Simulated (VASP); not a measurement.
# BiO5 (F-43m) in VASP: notebook, part 2 of 2

VASP 6.6.1. Earlier steps stand in the parts before.

## 5. Relaxation of cell and atoms, PBE

This run uses another cell than the first one, of 13.07 Å³/atom, 1.241 times its volume.

Contents of INCAR:

```
  ALGO = Normal
  EDIFF = 1E-6
  EDIFFG = -0.04
  ENCUT = 600
  GGA = PE
  IBRION = 2
  ISIF = 3
  ISMEAR = 0
  LASPH = T
  LCHARG = F
  LREAL = F
  LWAVE = F
  NELM = 60
  NSW = 90
  PREC = Accurate
  SIGMA = 0.1
```

Contents of KPOINTS:

```
k-points
0
Gamma
  4 4 4
```

Contents of POSCAR:

```
BiO5
1.0
    0.0000000000      3.3971137700      3.3971137700
    3.3971137700      0.0000000000      3.3971137700
    3.3971137700      3.3971137700      0.0000000000
Bi O
1 5
Direct
    0.5000000000      0.5000000000      0.5000000000
    0.3719714300      0.8760095200      0.8760095200
    0.8760095200      0.8760095200      0.8760095200
    0.2500000000      0.2500000000      0.2500000000
    0.8760095200      0.8760095200      0.3719714300
    0.8760095200      0.3719714300      0.8760095200
```

Run with:

```bash
> cat potpaw_PBE.64/Bi_d/POTCAR potpaw_PBE.64/O/POTCAR > POTCAR
> mpirun -np 1 vasp_std > vasp.out
```

Run time: 68 s. Hardware: 1 thread of Intel Xeon 6975P-C (Granite Rapids), shared host; peak memory 0.24 GiB.

Results (log left out):

* Free energy: -22.2988 eV
* Relaxed volume: 10.50 Å³/atom
* Relaxed cell: a = 4.466 Å, b = 4.466 Å, c = 4.466 Å, α = 60.00°, β = 60.00°, γ = 60.00°
* Space group after relaxing (to 0.05 Å): F-43m (No. 216)
* Energy gained by relaxing: 178.8 meV/atom
* Ionic steps: 7
* Pressure after relaxing: 0.1 GPa
* Largest force after relaxing: 0.020 eV/Å

Forces on the atoms (eV/Å):
```
Bi   0.000  0.000  0.000
O   -0.012  0.012  0.012
O   -0.012 -0.012 -0.012
O    0.000  0.000  0.000
O    0.012  0.012 -0.012
O    0.012 -0.012  0.012
```

The path:
| step | energy change (eV) | largest force (eV/Å) | pressure (GPa) | volume (Å³) |
| --- | --- | --- | --- | --- |
| 1 | 0.0000 | 0.0166 | -17.96 | 78.41 |
| 2 | -1.0457 | 0.1523 | 0.44 | 62.93 |
| 3 | -1.0459 | 0.1502 | 0.03 | 63.13 |
| 4 | -1.0455 | 0.1473 | -0.55 | 63.41 |
| 5 | -1.0497 | 0.1436 | -0.52 | 63.37 |
| 6 | -1.0616 | 0.1238 | -0.34 | 63.25 |
| 7 | -1.0731 | 0.0202 | 0.14 | 63.00 |

Final structure:
```cif
data_structure
_symmetry_space_group_name_H-M 'P 1'
_symmetry_Int_Tables_number 1
_cell_length_a 4.4663
_cell_length_b 4.4663
_cell_length_c 4.4663
_cell_angle_alpha 60.000
_cell_angle_beta 60.000
_cell_angle_gamma 60.000
_cell_volume 63.00
loop_
_atom_site_label
_atom_site_type_symbol
_atom_site_fract_x
_atom_site_fract_y
_atom_site_fract_z
_atom_site_occupancy
Bi1 Bi 0.50000 0.50000 0.50000 1
O1 O 0.35279 0.88240 0.88240 1
O2 O 0.88240 0.88240 0.88240 1
O3 O 0.25000 0.25000 0.25000 1
O4 O 0.88240 0.88240 0.35279 1
O5 O 0.88240 0.35279 0.88240 1
```

Levels at points of the mesh, in eV from the Fermi level:
```tsv
k point	band 19	band 20	band 21	band 22	band 23	band 24	band 25	band 26
(0.00, 0.00, 0.00)	-1.25	-1.25	0.43	0.43	0.43	1.15	1.15	1.15
(0.50, 0.00, 0.00)	-1.64	-1.12	-0.45	0.00	0.00	0.46	1.24	1.24
(0.50, 0.50, 0.00)	-1.58	-1.18	-1.01	-0.35	0.04	0.04	1.03	1.03
```

Caveat: the k points lie up to 0.43 Å⁻¹ apart in the final cell; the volume moved by over 15 % at a fixed basis, so the end points are rough; spin-orbit coupling is left out, which moves the levels of the heavy elements; an odd number of electrons without spin polarisation forces a metal; a magnetic or distorted state may lie lower.

## 6. Relaxation of cell and atoms, PBE

Contents of INCAR:

```
PREC = Accurate
ENCUT = 600
EDIFF = 1E-7
ISMEAR = 0
SIGMA = 0.1
LREAL = False
LASPH = True
NELM = 60
ALGO = Normal
ISIF = 3
LWAVE = False
LCHARG = False
GGA = PE
IBRION = 2
NSW = 90
EDIFFG = -0.04
```

Contents of KPOINTS:

```
regular mesh
0
Gamma
  6 6 6
```

Contents of POSCAR:

```
BiO5
1.0
    0.0000000000      3.1615868269      3.1615868269
    3.1615868269      0.0000000000      3.1615868269
    3.1615868269      3.1615868269      0.0000000000
Bi O
1 5
Direct
    0.5000000000      0.5000000000      0.5000000000
    0.1179926386      0.1179926386      0.6460220841
    0.1179926386      0.6460220841      0.1179926386
    0.7500000000      0.7500000000      0.7500000000
    0.1179926386      0.1179926386      0.1179926386
    0.6460220841      0.1179926386      0.1179926386
```

Potentials or basis: VASP PAW PBE potentials, release 64 (Bi_d, O).

Run with:

```bash
> cat potpaw_PBE.64/Bi_d/POTCAR potpaw_PBE.64/O/POTCAR > POTCAR
> mpirun -np 1 vasp_std > vasp.out
```

Run time: 63 s. Hardware: 1 thread of Intel Xeon 6975P-C (Granite Rapids), shared host; peak memory 0.22 GiB.

It converged, with:

* Free energy: -22.3448 eV
* Relaxed volume: 10.46 Å³/atom
* Relaxed cell: a = 4.461 Å, b = 4.461 Å, c = 4.461 Å, α = 60.00°, β = 60.00°, γ = 60.00°
* Space group after relaxing (to 0.05 Å): F-43m (No. 216)
* Energy gained by relaxing: 3.2 meV/atom
* Ionic steps: 5
* Pressure after relaxing: -0.1 GPa
* Largest force after relaxing: 0.005 eV/Å

Forces on the atoms (eV/Å):
```
Bi   0.000  0.000  0.000
O   -0.003 -0.003  0.003
O   -0.003  0.003 -0.003
O    0.000  0.000  0.000
O    0.003  0.003  0.003
O    0.003 -0.003 -0.003
```

Step by step:
| step | energy change (eV) | largest force (eV/Å) | pressure (GPa) | volume (Å³) |
| --- | --- | --- | --- | --- |
| 1 | 0.0000 | 0.2042 | -0.75 | 63.20 |
| 2 | -0.0081 | 0.1595 | 0.11 | 62.75 |
| 3 | -0.0123 | 0.0976 | 1.43 | 62.11 |
| 4 | -0.0173 | 0.0494 | 0.69 | 62.42 |
| 5 | -0.0192 | 0.0051 | -0.06 | 62.76 |

Final structure:
```
Bi O
1.0
     0.00000    3.15424    3.15424
     3.15424    0.00000    3.15424
     3.15424    3.15424    0.00000
Bi O
1 5
Direct
  0.50000 0.50000 0.50000
  0.12215 0.12215 0.63355
  0.12215 0.63355 0.12215
  0.75000 0.75000 0.75000
  0.12215 0.12215 0.12215
  0.63355 0.12215 0.12215
```

Levels at points of the mesh, in eV from the Fermi level:
| k point | band 19 | band 20 | band 21 | band 22 | band 23 | band 24 | band 25 | band 26 |
| --- | --- | --- | --- | --- | --- | --- | --- | --- |
| (0.00, 0.00, 0.00) | -1.25 | -1.25 | 0.31 | 0.31 | 0.31 | 1.06 | 1.06 | 1.06 |
| (0.50, 0.00, 0.00) | -1.80 | -1.44 | -0.50 | -0.04 | -0.04 | 0.34 | 1.12 | 1.12 |
| (0.50, 0.50, 0.00) | -1.65 | -1.52 | -0.90 | -0.29 | 0.00 | 0.00 | 0.92 | 0.92 |

Caveat: spin-orbit coupling is left out, which moves the levels of the heavy elements; an odd number of electrons without spin polarisation forces a metal; a magnetic or distorted state may lie lower.

## 7. Overview

| task | cell | k mesh | cutoff (eV) | gap on the mesh (eV) | pressure (GPa) | relaxed volume (Å³/atom) | largest force (eV/Å) |
| --- | --- | --- | --- | --- | --- | --- | --- |
| single point | a = 4.471 Å, angles 60.0°, 6 atoms | 4 × 4 × 4 | 520 | none | -0.2 | - | 0.01 |
| single point | a = 4.804 Å, angles 60.0°, 6 atoms | 4 × 4 × 4 | 520 | none | -17.9 | - | 0.02 |
| single point | a = 4.463 Å, angles 60.0°, 6 atoms | 6 × 6 × 6 | 520 | none | -0.2 | - | - |
| relaxation of cell and atoms | relaxed from a = 4.804 Å, angles 60.0°, 6 atoms | 4 × 4 × 4 | 600 | none | 0.1 | 10.50 | 0.02 |
| relaxation of cell and atoms | relaxed from a = 4.471 Å, angles 60.0°, 6 atoms | 6 × 6 × 6 | 600 | none | -0.1 | 10.46 | 0.01 |

Alike in all rows: level PBE; potentials or basis VASP PAW PBE potentials, release 64 (Bi_d, O); no spin polarisation; smearing gaussian 0.1 eV.

Caveats: some runs use coarse meshes; spin-orbit coupling is left out, which moves the levels of the heavy elements; an odd number of electrons without spin polarisation forces a metal; a magnetic or distorted state may lie lower; the volume moved by over 15 % at a fixed basis, so the end points are rough (some runs).

Absolute energies hang on the potentials; compare differences alone.
